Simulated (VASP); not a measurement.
# Ba3TaGa3Si2O14 (C2) in VASP: electric field gradients with PBE

Aim: the electric field gradients of Ba3TaGa3Si2O14 with PBE.

Everything below comes from runs of VASP 6.6.1. Logs are shortened: lines on timing, memory, paths and dates and some standing lists are left out, and cuts for length are marked.

## (1) The cell of the first run

It takes space group C2 (No. 5, monoclinic). The conventional cell has a = 14.748 Å, b = 8.515 Å, c = 5.192 Å, α = 90.00°, β = 90.00°, γ = 90.00°. Ba (site symmetry 2) has 18 O at 2.66 to 4.42 Å and 4 Si at 3.54 to 3.70 Å and 1 Ta at 3.63 Å and 6 Ga at 3.72 to 4.12 Å and 4 Ba at 4.37 Å within 4.5 Å. Within 4.5 Å of Ba (site symmetry 1) lie 18 O at 2.66 to 4.42 Å and 4 Si at 3.54 to 3.70 Å and 1 Ta at 3.70 Å and 6 Ga at 3.72 to 4.12 Å and 4 Ba at 4.37 Å. Ta (site symmetry 2) has 6 O at 1.96 to 2.03 Å within 2.6 Å. Within 2.4 Å of Ga (site symmetry 2) lie 4 O at 1.84 to 1.88 Å. Ga (site symmetry 1) has 4 O at 1.84 to 1.88 Å within 2.4 Å. Si (site symmetry 1) has 4 O at 1.60 to 1.66 Å within 2.1 Å. O (site symmetry 1) has 1 Si at 1.60 Å within 2.1 Å. O (site symmetry 1) has 1 Si at 1.66 Å and 1 Ga at 1.88 Å within 2.2 Å.

## (2) Electric field gradients, PBE (atom 4 (Ta) moved by 0.05 Å)

File INCAR:

```
SYSTEM = Ba3TaGa3Si2O14
PREC = Accurate
ENCUT = 520
EDIFF = 1E-8
ISMEAR = -1
SIGMA = 0.02
LREAL = Auto
LASPH = .TRUE.
NELM = 60
ALGO = Normal
ISIF = 2
LWAVE = .FALSE.
LCHARG = .FALSE.
GGA = PE
LEFG = .TRUE.
NBANDS = 103
```

File KPOINTS:

```
regular mesh
0
G
  3 3 4
  0 0 0
```

File POSCAR:

```
Ba3TaGa3Si2O14
1.0
    8.5150000000      0.0000000000      0.0000000000
   -4.2575000000      7.3742063132      0.0000000000
    0.0000000000      0.0000000000      5.1920000000
Ba Ta Ga Si O
3 1 3 2 14
Direct
    0.4320092207      0.0000000000      0.0000000000
    0.0000000000      0.4320092207      0.0000000000
    0.5679907793      0.5679907793      0.0000000000
    0.0058719906      0.0000000000      0.0000000000
    0.7456293529      0.0000000000      0.5000000000
    0.0000000000      0.7456293529      0.5000000000
    0.2543706471      0.2543706471      0.5000000000
    0.3333333333      0.6666666667      0.4778909481
    0.6666666667      0.3333333333      0.5221090519
    0.3333333333      0.6666666667      0.7866819213
    0.6666666667      0.3333333333      0.2133180787
    0.4735686029      0.2979654636      0.6516383113
    0.7020345364      0.1756031393      0.6516383113
    0.8243968607      0.5264313971      0.6516383113
    0.2979654636      0.4735686029      0.3483616887
    0.1756031393      0.7020345364      0.3483616887
    0.5264313971      0.8243968607      0.3483616887
    0.2186306324      0.1037481923      0.2260510393
    0.8962518077      0.1148824401      0.2260510393
    0.8851175599      0.7813693676      0.2260510393
    0.1037481923      0.2186306324      0.7739489607
    0.1148824401      0.8962518077      0.7739489607
    0.7813693676      0.8851175599      0.7739489607
```

Potentials or basis: VASP PAW PBE potentials, release 64 (Ba_sv, Ta_pv, Ga_d, Si, O).

Command:

```console
cat potpaw_PBE.64/Ba_sv/POTCAR potpaw_PBE.64/Ta_pv/POTCAR potpaw_PBE.64/Ga_d/POTCAR potpaw_PBE.64/Si/POTCAR potpaw_PBE.64/O/POTCAR > POTCAR
mpirun -np 1 vasp_std > vasp.out
```

OUTCAR:

```text
SYSTEM = Ba3TaGa3Si2O14
   PREC = Accurate
   ENCUT = 520
   EDIFF = 1E-8
   ISMEAR = -1
   LREAL = Auto
   LASPH = .TRUE.
   NELM = 60
   ISIF = 2
   GGA = PE

 ion  position               nearest neighbor table
   1  0.432  0.000  0.000-  18 2.66  22 2.66  13 2.71  17 2.71  10 2.76  11 2.76  16 2.99  12 2.99
                             8 3.54   9 3.54   4 3.63   8 3.70   9 3.70   5 3.72   5 3.72   3 4.37
   2  0.000  0.432  0.000-  19 2.66  21 2.66  16 2.71  14 2.71  11 2.76  10 2.76  13 2.99  15 2.99
                             9 3.54   8 3.54   4 3.70   9 3.70   8 3.70   6 3.72   6 3.72   1 4.37
   3  0.568  0.568  0.000-  23 2.66  20 2.66  12 2.71  15 2.71  11 2.76  10 2.76  17 2.99  14 2.99
                             9 3.54   8 3.54   4 3.70   9 3.70   8 3.70   7 3.72   7 3.72   1 4.37
   4  0.006  0.000  0.000-  18 1.96  22 1.96  21 2.00  20 2.00  19 2.03  23 2.03   1 3.63   2 3.70
                             3 3.70
   5  0.746  0.000  0.500-  23 1.84  19 1.84  13 1.88  17 1.88   1 3.72   1 3.72
   6  0.000  0.746  0.500-  22 1.84  20 1.84  14 1.88  16 1.88   2 3.72   2 3.72
   7  0.254  0.254  0.500-  18 1.84  21 1.84  15 1.88  12 1.88   3 3.72   3 3.72
   8  0.333  0.667  0.478-  10 1.60  16 1.66  17 1.66  15 1.66   1 3.54   2 3.54   3 3.54   1 3.70
                             2 3.70   3 3.70
   9  0.667  0.333  0.522-  11 1.60  13 1.66  14 1.66  12 1.66   2 3.54   1 3.54   3 3.54   2 3.70
                             1 3.70   3 3.70
  10  0.333  0.667  0.787-   8 1.60   1 2.76   2 2.76   3 2.76
  11  0.667  0.333  0.213-   9 1.60   2 2.76   1 2.76   3 2.76
  12  0.474  0.298  0.652-   9 1.66   7 1.88   3 2.71   1 2.99
  13  0.702  0.176  0.652-   9 1.66   5 1.88   1 2.71   2 2.99
  14  0.824  0.526  0.652-   9 1.66   6 1.88   2 2.71   3 2.99
  15  0.298  0.474  0.348-   8 1.66   7 1.88   3 2.71   2 2.99
  16  0.176  0.702  0.348-   8 1.66   6 1.88   2 2.71   1 2.99
  17  0.526  0.824  0.348-   8 1.66   5 1.88   1 2.71   3 2.99
  18  0.219  0.104  0.226-   7 1.84   4 1.96   1 2.66
  19  0.896  0.115  0.226-   5 1.84   4 2.03   2 2.66
  20  0.885  0.781  0.226-   6 1.84   4 2.00   3 2.66
  21  0.104  0.219  0.774-   7 1.84   4 2.00   2 2.66
  22  0.115  0.896  0.774-   6 1.84   4 1.96   1 2.66
  23  0.781  0.885  0.774-   5 1.84   4 2.03   3 2.66

  LATTYP: Found a hexagonal cell.
 ALAT       =     8.5150000000
 C/A-ratio  =     0.6097475044

  Lattice vectors:

 A1 = (   8.5150000000,   0.0000000000,   0.0000000000)
 A2 = (  -4.2575000000,   7.3742063132,   0.0000000000)
 A3 = (   0.0000000000,   0.0000000000,   5.1920000000)

Analysis of symmetry for initial positions (statically):
=====================================================================
 Subroutine PRICEL returns:
 Original cell was already a primitive cell.

 Routine SETGRP: Setting up the symmetry group for a
 hexagonal supercell.

 Subroutine GETGRP returns: Found  2 space group operations
 (whereof  2 operations were pure point group operations)
 out of a pool of 24 trial point group operations.

The static configuration has the point symmetry C_2 .

Analysis of symmetry for dynamics (positions and initial velocities):
=====================================================================
 Subroutine PRICEL returns:
 Original cell was already a primitive cell.

 Routine SETGRP: Setting up the symmetry group for a
 hexagonal supercell.

 Subroutine GETGRP returns: Found  2 space group operations
 (whereof  2 operations were pure point group operations)
 out of a pool of 24 trial point group operations.

The dynamic configuration has the point symmetry C_2 .

 Subroutine INISYM returns: Found  2 space group operations
 (whereof  2 operations are pure point group operations),
 and found     1 'primitive' translations

----------------------------------------------------------------------------------------

                                     Primitive cell

  volume of cell :     326.0128

  direct lattice vectors                    reciprocal lattice vectors
     8.515000000  0.000000000  0.000000000     0.117439812  0.067803907  0.000000000
[... 120 lines left out ...]
   NSW    =      0    number of steps for IOM
   IBRION =     -1    ionic relax: 0-MD 1-quasi-New 2-CG
   NFREE  =      0    steps in history (QN), initial steepest desc. (CG)
   ISIF   =      2    stress and relaxation
   ISYM   =      2    0-nonsym 1-usesym 2-fastsym
   POTIM  = 0.5000    time-step for ionic-motion
   TEBEG  =    0.0;   TEEND  =   0.0 temperature during run
   PSTRESS=    0.0 pullay stress
   NELECT =     172.0000    total number of electrons
   NUPDOWN=      -1.0000    fix difference up-down
   EMIN   =  10.00;   EMAX   =-10.00  energy-range for DOS
   EFERMI =   0.00;   METHOD = LEGACY
   ISMEAR =    -1;   SIGMA  =   0.02  broadening in eV -4-tet -1-fermi 0-gaus
   EFERMI_NEDOS =   21; number of points for ismear=-14 and -15
   IALGO  =     38    algorithm
   IMIX   =      4    mixing-type and parameters
     AMIX     =   0.40;   BMIX     =  1.00
     AMIX_MAG =   1.60;   BMIX_MAG =  1.00
  volume/ion in A,a.u.               =      14.17        95.65
  Fermi-wavevector in a.u.,A,eV,Ry     =   1.322836  2.499798 23.808779  1.749896
  Thomas-Fermi vector in A             =   2.452488
   LORBIT       =      0    0 simple, 1 ext, 2 COOP (PROOUT), +10 PAW based schemes
   GGA     = PE    functional components
[... 5 lines left out ...]
 non-spin polarized calculation
  energy-cutoff  :      520.00
  volume of cell :      326.01
 maximum number of plane-waves:      8820
   NGX = 31   NGY = 31   NGZ = 19

 number of electron     172.0000026 magnetization

 Free energy of the ion-electron system (eV)
  ---------------------------------------------------
  ext. energy  EPLUGINS =         0.00000000
  ---------------------------------------------------
  free energy    TOTEN  =      -167.18265502 eV

  energy without entropy =     -167.18265502  energy(sigma->0) =     -167.18265502

 E-fermi :   2.3117     XC(G=0): -10.1286

 val. band max:        1.8128008425   @ k =   0.3333   0.3333   0.0000
 cond. band min:       5.6175172361   @ k =   0.0000   0.0000   0.0000
 fundamental gap:      3.8047163936
 Fermi energy:         2.3116572946

 k-point     1 :       0.0000    0.0000    0.0000
  band No.  band energies     occupation
      1     -31.9007      2.00000
      2     -31.8857      2.00000
      3     -31.8203      2.00000
      4     -22.6724      2.00000
      5     -22.5952      2.00000
      6     -22.5678      2.00000
[... 1403 lines left out ...]
     97       9.2730      0.00000
     98       9.2916      0.00000
 [bands above 98 left out]

------------------------ aborting loop because EDIFF is reached ----------------------------------------

  FORCE on cell =-STRESS in cart. coord.  units (eV):
  Direction    XX          YY          ZZ          XY          YZ          ZX
  --------------------------------------------------------------------------------------
  -------------------------------------------------------------------------------------
  Total        9.2622987      8.7451625      9.0488339      0.0000000      0.3920054      0.0000000
  in kB       45.5192129     42.9777670     44.4701482      0.0000000      1.9264955      0.0000000
  external PRESSURE =      44.3223760 kB  Pullay stress =       0.0000000 kB

 VOLUME and BASIS-vectors are now :
 -----------------------------------------------------------------------------
  energy-cutoff  :      520.00
  volume of cell :      326.01
      direct lattice vectors                 reciprocal lattice vectors
     8.515000000  0.000000000  0.000000000     0.117439812  0.067803907  0.000000000
    -4.257500000  7.374206313  0.000000000     0.000000000  0.135607814  0.000000000
     0.000000000  0.000000000  5.192000000     0.000000000  0.000000000  0.192604006

 POSITION                                       TOTAL-FORCE (eV/Angst)
 -----------------------------------------------------------------------------------
      3.67856      0.00000      0.00000         0.310260      0.000000     -0.000000
     -1.83928      3.18573      0.00000        -0.007538     -0.096584      0.020380
      2.41822      4.18848      0.00000        -0.007538      0.096584     -0.020380
      0.05000      0.00000      0.00000        -1.471149      0.000000     -0.000000
      6.34903      0.00000      2.59600         0.219480      0.000000     -0.000000
     -3.17452      5.49842      2.59600        -0.114667     -0.145790     -0.104299
[... 15 lines left out ...]
     -2.83757      6.60915      4.01834         0.290122     -0.130822     -0.218818
      2.88497      6.52704      4.01834         0.233747      0.105408      0.107065
 -----------------------------------------------------------------------------------
    total drift:                               -0.000976     -0.000005      0.000000

  FREE ENERGIE OF THE ION-ELECTRON SYSTEM (eV)
  ---------------------------------------------------
  free  energy   TOTEN  =      -167.1826550205 eV

  energy  without entropy=     -167.1826550205  energy(sigma->0) =     -167.18265502

 Electric field gradients (V/A^2)
---------------------------------------------------------------------
 ion       V_xx      V_yy      V_zz      V_xy      V_xz      V_yz
---------------------------------------------------------------------
   1      -0.549   -65.568    66.118    -0.000     0.000   -10.972
   2     -48.050   -18.267    66.317   -28.950     8.203     6.227
   3     -48.050   -18.267    66.317    28.950    -8.203     6.227
   4      47.045    45.189   -92.234     0.001     0.000    -3.272
   5      30.327     5.016   -35.342     0.001    -0.000    43.579
   6       8.280    24.546   -32.826   -11.611   -35.933   -17.906
[... 15 lines left out ...]
  22     -32.062    -0.496    32.558     9.113    14.683    44.373
  23     -16.027   -17.739    33.766   -16.086    36.635   -34.603
---------------------------------------------------------------------

 Electric field gradients after diagonalization (V/A^2)
 (convention: |V_zz| > |V_xx| > |V_yy|)
----------------------------------------------------------------------
 ion       V_xx      V_yy      V_zz     asymmetry (V_yy - V_xx)/ V_zz
----------------------------------------------------------------------
   1     -66.476    -0.549    67.026       0.984
   2     -66.504    -0.619    67.123       0.982
   3     -66.505    -0.619    67.124       0.982
   4      47.045    45.267   -92.312       0.019
   5      32.861    30.327   -63.187       0.040
   6      30.662    28.439   -59.101       0.038
[... 15 lines left out ...]
  22     -35.282   -31.125    66.407       0.063
  23     -36.775   -32.991    69.767       0.054
----------------------------------------------------------------------

           NMR quadrupolar parameters

 Cq : quadrupolar parameter    Cq=e*Q*V_zz/h
 eta: asymmetry parameters     (V_yy - V_xx)/ V_zz
 Q  : nuclear electric quadrupole moment in mb (millibarn)
----------------------------------------------------------------------
 ion       Cq(MHz)       eta       Q (mb)
----------------------------------------------------------------------
   1       0.162       0.984       1.000
   2       0.162       0.982       1.000
   3       0.162       0.982       1.000
   4      -0.223       0.019       1.000
   5      -0.153       0.040       1.000
   6      -0.143       0.038       1.000
[... 15 lines left out ...]
  22       0.161       0.063       1.000
  23       0.169       0.054       1.000
----------------------------------------------------------------------
```

Wall time 16 min (1 thread of Intel Xeon Platinum 8375C at 2.90GHz (Ice Lake), shared host); peak memory 0.61 GiB.

Results:

- Free energy: -167.1827 eV
- Pressure: 4.4 GPa
- Largest force: 1.471 eV/Å
- Band gap on the k mesh: 3.80 eV (least direct gap 3.85 eV)
- Largest electric field gradient by atom: Ba +67.0, +67.1 (each value once); Ta -92.3; Ga -63.2, -59.1 (each value once); Si -26.2; O +40.3, +72.3, +71.5, +73.3, +66.4, +69.8, +69.7 (each value once) V/Å²

Forces on the atoms (eV/Å):
```
Ba   0.310  0.000  0.000
Ba  -0.008 -0.097  0.020
Ba  -0.008  0.097 -0.020
Ta  -1.471  0.000  0.000
Ga   0.219  0.000  0.000
Ga  -0.115 -0.146 -0.104
Ga  -0.115  0.146  0.104
Si   0.091  0.045 -0.024
Si   0.091 -0.045  0.024
O   -0.041  0.002  0.009
O   -0.041 -0.002 -0.009
O   -0.052 -0.067 -0.042
O   -0.076  0.077 -0.016
O   -0.008  0.069 -0.026
O   -0.008 -0.069  0.026
O   -0.052  0.067  0.042
O   -0.076 -0.077  0.016
O    0.290  0.131  0.219
O    0.234 -0.105 -0.107
O    0.156  0.000  0.064
O    0.156  0.000 -0.064
O    0.290 -0.131 -0.219
O    0.234  0.105  0.107
```

Electric field gradients, principal values (V/Å²):
```csv
atom,least,middle,greatest (by size)
1 Ba,-0.549,-66.476,67.026
2 Ba,-0.619,-66.504,67.123
3 Ba,-0.619,-66.505,67.124
4 Ta,45.267,47.045,-92.312
5 Ga,30.327,32.861,-63.187
6 Ga,28.439,30.662,-59.101
7 Ga,28.438,30.661,-59.099
8 Si,12.700,13.483,-26.183
9 Si,12.701,13.482,-26.183
10 O,-19.547,-20.765,40.312
11 O,-19.549,-20.763,40.312
12 O,-22.588,-49.757,72.344
13 O,-22.622,-48.900,71.522
14 O,-23.003,-50.292,73.295
15 O,-23.002,-50.294,73.296
16 O,-22.588,-49.758,72.345
17 O,-22.623,-48.897,71.520
18 O,-31.126,-35.281,66.407
19 O,-32.988,-36.778,69.765
20 O,-33.559,-36.117,69.676
21 O,-33.559,-36.117,69.675
22 O,-31.125,-35.282,66.407
23 O,-32.991,-36.775,69.767
```

Caveat: the cell differs from its parent crystal (atom 4 (Ta) moved by 0.05 Å); the cell stands under pressure; without QUAD_EFG the Cq values of the log hold for a quadrupole moment of 1 mb, not for the nuclei; spin-orbit coupling is left out, which moves the levels of the heavy elements; an odd mesh through Γ misses points on the zone boundary, where band edges can lie; forces of over 1 eV/Å act on the atoms, so gaps and moduli don't describe the material at rest.
